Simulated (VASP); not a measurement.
# TiO2 in VASP: a series of runs, part 3 of 3

VASP 6.6.1. The steps go on from the part before.

### 6 Single point, PBE (zz strain of +2 %)

File INCAR:

```
SYSTEM = TiO2
PREC = Accurate
ENCUT = 520
EDIFF = 1E-6
ISMEAR = -1
SIGMA = 0.08
LREAL = .FALSE.
LASPH = .TRUE.
NELM = 80
ALGO = Normal
ISIF = 2
LWAVE = .FALSE.
LCHARG = .FALSE.
GGA = PE
NBANDS = 33
```

File KPOINTS:

```
regular mesh
0
G
  13 13 13
  0 0 0
```

File POSCAR:

```
TiO2
1.0
   -1.8925000000      1.8925000000      4.8521400000
    1.8925000000     -1.8925000000      4.8521400000
    1.8925000000      1.8925000000     -4.8521400000
Ti O
2 4
Direct
    0.0000000000      0.0000000000      0.0000000000
    0.7500000000      0.2500000000      0.5000000000
    0.2066000000      0.2066000000      0.0000000000
    0.9566000000      0.4566000000      0.5000000000
    0.5434000000      0.0434000000      0.5000000000
    0.7934000000      0.7934000000      0.0000000000
```

Potentials or basis: VASP PAW PBE potentials, release 64 (Ti_sv, O).

Started as:

```sh
> cat potpaw_PBE.64/Ti_sv/POTCAR potpaw_PBE.64/O/POTCAR > POTCAR
> mpirun -np 1 vasp_std > vasp.out
```

OUTCAR:

```text
SYSTEM = TiO2
   PREC = Accurate
   ENCUT = 520
   EDIFF = 1E-6
   ISMEAR = -1
   LREAL = .FALSE.
   LASPH = .TRUE.
   NELM = 80
   ISIF = 2
   GGA = PE

 ion  position               nearest neighbor table
   1  0.000  0.000  0.000-   5 1.94   4 1.94   5 1.94   4 1.94   3 2.00   6 2.00
   2  0.750  0.250  0.500-   6 1.94   3 1.94   6 1.94   3 1.94   4 2.00   5 2.00
   3  0.207  0.207  0.000-   2 1.94   2 1.94   1 2.00
   4  0.957  0.457  0.500-   1 1.94   1 1.94   2 2.00
   5  0.543  0.043  0.500-   1 1.94   1 1.94   2 2.00
   6  0.793  0.793  0.000-   2 1.94   2 1.94   1 2.00

  LATTYP: Found a body centered tetragonal cell.
 ALAT       =     3.7850000000
 C/A-ratio  =     2.5638784676

  Lattice vectors:

 A1 = (  -1.8925000000,   1.8925000000,   4.8521400000)
 A2 = (   1.8925000000,  -1.8925000000,   4.8521400000)
 A3 = (   1.8925000000,   1.8925000000,  -4.8521400000)

Analysis of symmetry for initial positions (statically):
=====================================================================
 Subroutine PRICEL returns:
 Original cell was already a primitive cell.

 Routine SETGRP: Setting up the symmetry group for a
 body centered tetragonal supercell.

 Subroutine GETGRP returns: Found 16 space group operations
 (whereof  8 operations were pure point group operations)
 out of a pool of 16 trial point group operations.

The static configuration has the point symmetry D_2d.
 The point group associated with its full space group is D_4h.

Analysis of symmetry for dynamics (positions and initial velocities):
=====================================================================
 Subroutine PRICEL returns:
 Original cell was already a primitive cell.

 Routine SETGRP: Setting up the symmetry group for a
 body centered tetragonal supercell.

 Subroutine GETGRP returns: Found 16 space group operations
 (whereof  8 operations were pure point group operations)
 out of a pool of 16 trial point group operations.

The dynamic configuration has the point symmetry D_2d.
 The point group associated with its full space group is D_4h.

 Subroutine INISYM returns: Found 16 space group operations
 (whereof  8 operations are pure point group operations),
 and found     1 'primitive' translations

----------------------------------------------------------------------------------------

                                     Primitive cell

  volume of cell :      69.5128

  direct lattice vectors                    reciprocal lattice vectors
    -1.892500000  1.892500000  4.852140000     0.000000000  0.264200793  0.103047315
     1.892500000 -1.892500000  4.852140000     0.264200793  0.000000000  0.103047315
     1.892500000  1.892500000 -4.852140000     0.264200793  0.264200793  0.000000000

  length of vectors
     5.541333330  5.541333330  5.541333330     0.283585627  0.283585627  0.373636344

  position of ions in fractional coordinates (direct lattice)
     0.000000000  0.000000000  0.000000000
     0.750000000  0.250000000  0.500000000
     0.206600000  0.206600000  0.000000000
     0.956600000  0.456600000  0.500000000
     0.543400000  0.043400000  0.500000000
     0.793400000  0.793400000  0.000000000

  ion indices of the primitive-cell ions
[... 26 lines left out ...]
  Shift w.r.t. Gamma in fractional coordinates (k-lattice)
     0.000000000  0.000000000  0.000000000

 Subroutine IBZKPT returns following result:
 ===========================================

 Found    196 irreducible k-points:

 Following reciprocal coordinates:
            Coordinates               Weight
  0.000000  0.000000  0.000000      1.000000
  0.076923  0.000000 -0.000000      8.000000
  0.153846  0.000000  0.000000      8.000000
  0.230769  0.000000 -0.000000      8.000000
  0.307692  0.000000  0.000000      8.000000
  0.384615  0.000000  0.000000      8.000000
[... 16 lines left out ...]
  0.384615  0.153846  0.000000     16.000000
  0.461538  0.153846  0.000000     16.000000
 [... further k-points ...]
   k-points           NKPTS =    196   k-points in BZ     NKDIM =    196   number of bands    NBANDS=     33
   number of dos      NEDOS =    301   number of ions     NIONS =      6
   total plane-waves  NPLWV =  74088
   dimension x,y,z NGX =    42 NGY =   42 NGZ =   42
   dimension x,y,z NGXF=    84 NGYF=   84 NGZF=   84
   ions per type =               2   4
   NGX,Y,Z   is equivalent  to a cutoff of  12.60, 12.60, 12.60 a.u.
   NGXF,Y,Z  is equivalent  to a cutoff of  25.20, 25.20, 25.20 a.u.
 SYSTEM =  TiO2
   PREC   = accura    normal or accurate (medium, high low for compatibility)
   ISTART =      0    job   : 0-new  1-cont  2-samecut
   ICHARG =      2    charge: 1-file 2-atom 10-const
   ISPIN  =      1    spin polarized calculation?
   LNONCOLLINEAR =      F non collinear calculations
   LSORBIT =      F    spin-orbit coupling
   LASPH  =      T    aspherical Exc in radial PAW
   ENCUT  =  520.0 eV  38.22 Ry    6.18 a.u.  10.30 10.30 10.30*2*pi/ulx,y,z
   NELM   =     80;   NELMIN=  2; NELMDL= -5     # of ELM steps
   EDIFF  = 0.1E-05   stopping-criterion for ELM
   LREAL  =      F    real-space projection
   EDIFFG = 0.1E-04   stopping-criterion for IOM
   NSW    =      0    number of steps for IOM
   IBRION =     -1    ionic relax: 0-MD 1-quasi-New 2-CG
   NFREE  =      0    steps in history (QN), initial steepest desc. (CG)
   ISIF   =      2    stress and relaxation
   ISYM   =      2    0-nonsym 1-usesym 2-fastsym
   POTIM  = 0.5000    time-step for ionic-motion
   TEBEG  =    0.0;   TEEND  =   0.0 temperature during run
   PSTRESS=    0.0 pullay stress
   NELECT =      48.0000    total number of electrons
   NUPDOWN=      -1.0000    fix difference up-down
   EMIN   =  10.00;   EMAX   =-10.00  energy-range for DOS
   EFERMI =   0.00;   METHOD = LEGACY
   ISMEAR =    -1;   SIGMA  =   0.08  broadening in eV -4-tet -1-fermi 0-gaus
   EFERMI_NEDOS =   21; number of points for ismear=-14 and -15
   IALGO  =     38    algorithm
   IMIX   =      4    mixing-type and parameters
     AMIX     =   0.40;   BMIX     =  1.00
     AMIX_MAG =   1.60;   BMIX_MAG =  1.00
  volume/ion in A,a.u.               =      11.59        78.18
  Fermi-wavevector in a.u.,A,eV,Ry     =   1.446994  2.734423 28.487784  2.093793
  Thomas-Fermi vector in A             =   2.565000
   LORBIT       =      0    0 simple, 1 ext, 2 COOP (PROOUT), +10 PAW based schemes
   GGA     = PE    functional components
   LHFCALC =     F    Hartree Fock is set to
   AEXX    =    0.0000 exact exchange contribution
   IVDW    =     0    specifies the selected vdW correction
   LEPSILON=     F    determine dielectric tensor
   LRPA    =     F    only Hartree local field effects (RPA)
 non-spin polarized calculation
  energy-cutoff  :      520.00
  volume of cell :       69.51
 maximum number of plane-waves:      1885
 NGX is ok and might be reduce to    42
   NGX = 21   NGY = 21   NGZ = 21

 number of electron      47.9999994 magnetization

 Free energy of the ion-electron system (eV)
  ---------------------------------------------------
  ext. energy  EPLUGINS =         0.00000000
  ---------------------------------------------------
  free energy    TOTEN  =       -53.85950603 eV

  energy without entropy =      -53.85950586  energy(sigma->0) =      -53.85950595

 E-fermi :   4.3818     XC(G=0): -10.6283

 val. band max:        3.2130254378   @ k =  -0.4615   0.4615   0.0000
 cond. band min:       5.3397954631   @ k =   0.0000   0.0000   0.0000
 fundamental gap:      2.1267700253
 Fermi energy:         4.3818219074

 k-point     1 :       0.0000    0.0000    0.0000
  band No.  band energies     occupation
      1     -53.2242      2.00000
      2     -53.1722      2.00000
      3     -29.6596      2.00000
      4     -29.4381      2.00000
      5     -29.4381      2.00000
      6     -29.3763      2.00000
[... 853 lines left out ...]
     32       9.5551      0.00000
     33       9.8438      0.00000

 [... further k-points ...]
[... 5 lines left out ...]
  --------------------------------------------------------------------------------------
  -------------------------------------------------------------------------------------
  Total        1.0305255      1.0305255      0.5895434      0.0000000      0.0000000      0.0000000
  in kB       23.7522215     23.7522215     13.5881801      0.0000000      0.0000000      0.0000000
  external PRESSURE =      20.3642077 kB  Pullay stress =       0.0000000 kB

 VOLUME and BASIS-vectors are now :
 -----------------------------------------------------------------------------
  energy-cutoff  :      520.00
  volume of cell :       69.51
      direct lattice vectors                 reciprocal lattice vectors
    -1.892500000  1.892500000  4.852140000     0.000000000  0.264200793  0.103047315
     1.892500000 -1.892500000  4.852140000     0.264200793  0.000000000  0.103047315
     1.892500000  1.892500000 -4.852140000     0.264200793  0.264200793  0.000000000

 POSITION                                       TOTAL-FORCE (eV/Angst)
 -----------------------------------------------------------------------------------
      0.00000      0.00000      0.00000        -0.000000     -0.000000     -0.000000
      0.00000      1.89250      2.42607        -0.000000     -0.000000      0.000000
      0.00000      0.00000      2.00490        -0.000000      0.000000     -0.012788
      0.00000      1.89250      4.43097         0.000000     -0.000000     -0.012788
      0.00000      1.89250      0.42117         0.000000     -0.000000      0.012788
      0.00000      0.00000      7.69938        -0.000000      0.000000      0.012788
 -----------------------------------------------------------------------------------
    total drift:                                0.000000     -0.000000     -0.000000

  FREE ENERGIE OF THE ION-ELECTRON SYSTEM (eV)
  ---------------------------------------------------
  free  energy   TOTEN  =       -53.8595060268 eV

  energy  without entropy=      -53.8595058649  energy(sigma->0) =      -53.85950595
```

OSZICAR:

```text
N       E                     dE             d eps       ncg     rms          rms(c)
DAV:   1     0.658128119807E+03    0.65813E+03   -0.24251E+04 12936   0.169E+03
DAV:   2     0.278477405255E+02   -0.63028E+03   -0.58504E+03 14282   0.504E+02
DAV:   3    -0.663979558507E+02   -0.94246E+02   -0.92614E+02 17560   0.188E+02
DAV:   4    -0.710823925735E+02   -0.46844E+01   -0.46749E+01 19656   0.407E+01
DAV:   5    -0.712616068548E+02   -0.17921E+00   -0.17918E+00 16576   0.617E+00    0.317E+01
DAV:   6    -0.540575250111E+02    0.17204E+02   -0.79604E+01 18221   0.883E+01    0.112E+01
DAV:   7    -0.541084317600E+02   -0.50907E-01   -0.15280E+01 17272   0.330E+01    0.927E+00
DAV:   8    -0.539493176024E+02    0.15911E+00   -0.51893E-01 16751   0.605E+00    0.670E+00
DAV:   9    -0.539346802155E+02    0.14637E-01   -0.93756E-01 18008   0.111E+01    0.262E+00
DAV:  10    -0.538733673519E+02    0.61313E-01   -0.48005E-01 17828   0.670E+00    0.101E+00
DAV:  11    -0.538604490037E+02    0.12918E-01   -0.51104E-02 16767   0.160E+00    0.509E-01
DAV:  12    -0.538599867122E+02    0.46229E-03   -0.93211E-03 15461   0.110E+00    0.181E-01
DAV:  13    -0.538595172379E+02    0.46947E-03   -0.13467E-03 17669   0.376E-01    0.324E-02
DAV:  14    -0.538595007038E+02    0.16534E-04   -0.18351E-04 17149   0.136E-01    0.165E-02
DAV:  15    -0.538595058553E+02   -0.51515E-05   -0.49971E-05 15914   0.469E-02    0.725E-03
DAV:  16    -0.538595060268E+02   -0.17154E-06   -0.28931E-06 13620   0.113E-02
   1 F= -.53859506E+02 E0= -.53859506E+02  d E =-.161935E-06
```

stdout:

```text
POSCAR found type information on POSCAR TiO
 POSCAR found :  2 types and       6 ions
 scaLAPACK will be used
 LDA part: xc-table for (Slater+PW92), standard interpolation
 POSCAR, INCAR and KPOINTS ok, starting setup
 FFT: planning ... GRIDC
 FFT: planning ... GRID_SOFT
 FFT: planning ... GRID
 WAVECAR not read
 entering main loop
```

It took 17 min on 1 thread of Oxide Virtual Turin-like, shared host; peak memory 0.47 GiB.

Results:

```yaml
Free_energy: -53.8595 eV
Pressure: 2.0 GPa
Largest_force: 0.013 eV/Å
Band_gap_on_the_k_mesh: 2.13 eV, indirect (least direct gap 2.43 eV)
```

Forces on the atoms (eV/Å):
```
Ti   0.000  0.000  0.000
Ti   0.000  0.000  0.000
O    0.000  0.000 -0.013
O    0.000  0.000 -0.013
O    0.000  0.000  0.013
O    0.000  0.000  0.013
```

Stress tensor (GPa, compression positive):
```
2.38 0.00 0.00
0.00 2.38 0.00
0.00 0.00 1.36
```

Caveat: the cell differs from its parent crystal (zz strain of +2 %).

### 7 The runs side by side

| cell | gap on the mesh (eV) | pressure (GPa) | largest force (eV/Å) |
| --- | --- | --- | --- |
| a = 5.583 Å, angles 140.4, 140.4, 57.3°, 6 atoms | 2.11 | 0.0 | 0.17 |
| a = 5.476 Å, angles 139.4, 139.4, 58.7°, 6 atoms | 2.13 | 4.4 | 0.29 |
| a = 5.530 Å, angles 139.4, 139.4, 58.7°, 6 atoms | 2.07 | -1.8 | 0.11 |
| a = 5.440, b = 5.440, c = 5.379 Å, angles 139.0, 139.0, 58.0°, 6 atoms | 2.14 | 6.8 | 0.44 |
| a = 5.541 Å, angles 140.1, 140.1, 57.8°, 6 atoms | 2.13 | 2.0 | 0.01 |

Alike in all rows: task single point; level PBE; potentials or basis VASP PAW PBE potentials, release 64 (Ti_sv, O); no spin polarisation; k mesh 13 × 13 × 13; cutoff (eV) 520; smearing fermi-dirac 0.08 eV.

Total energies depend on the potentials used, so only differences within one code and one set of settings carry meaning.
